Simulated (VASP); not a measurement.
VMo2S6, 9 atoms in the cell. Symmetry: P-3m1, No. 164, trigonal system. Conventional cell: a = 3.147 Å, b = 3.147 Å, c = 22.325 Å, α = 90.00°, β = 90.00°, γ = 120.00°. V (site symmetry -3m) has 6 S at 2.33 Å and 6 V at 3.15 Å within 3.2 Å. Mo (site symmetry 3m) has 6 S at 2.33 Å and 6 Mo at 3.15 Å within 3.2 Å. S (site symmetry 3m) has 3 Mo at 2.33 Å and 6 S at 3.15 Å within 3.2 Å. Within 3.2 Å of S (site symmetry 3m) lie 3 Mo at 2.33 Å and 6 S at 3.15 Å. S (site symmetry 3m) has 3 V at 2.33 Å and 6 S at 3.15 Å within 3.2 Å. 

```yaml
Program: VASP 6.6.1
Task: single point
Functional: PBE
Potentials_or_basis: VASP PAW PBE potentials, release 64 (V_sv, Mo_sv, S)
Cutoff: 520 eV
k_mesh: 6 × 6 × 1
Occupations: gaussian, width 0.1 eV
Spin: collinear spin, ferromagnetic start
Starting_moments: "[2.0, 1.0, 1.0, 0.0, 0.0, 0.0, 0.0, 0.0, 0.0] μB"
Dipole_correction: no
Further_INCAR_settings: ALGO = Normal; EDIFF = 1e-06; NBANDS = 52
```

Potentials or basis: VASP PAW PBE potentials, release 64 (V_sv, Mo_sv, S).

Launch:

```bash
$ cat potpaw_PBE.64/V_sv/POTCAR potpaw_PBE.64/Mo_sv/POTCAR potpaw_PBE.64/S/POTCAR > POTCAR
$ mpirun -np 1 vasp_std > vasp.out
```

Hardware: 1 thread of Intel(R) Xeon(R) Platinum 8375C CPU @ 2.90GHz (Ice Lake), on a shared host.

Estimate the wall time of this run.

Wall time 5.9 min on 1 thread of Intel(R) Xeon(R) Platinum 8375C CPU @ 2.90GHz (Ice Lake), with other jobs on the host, peak memory 0.43 GiB. Counts: scf iterations 33, k points 7.
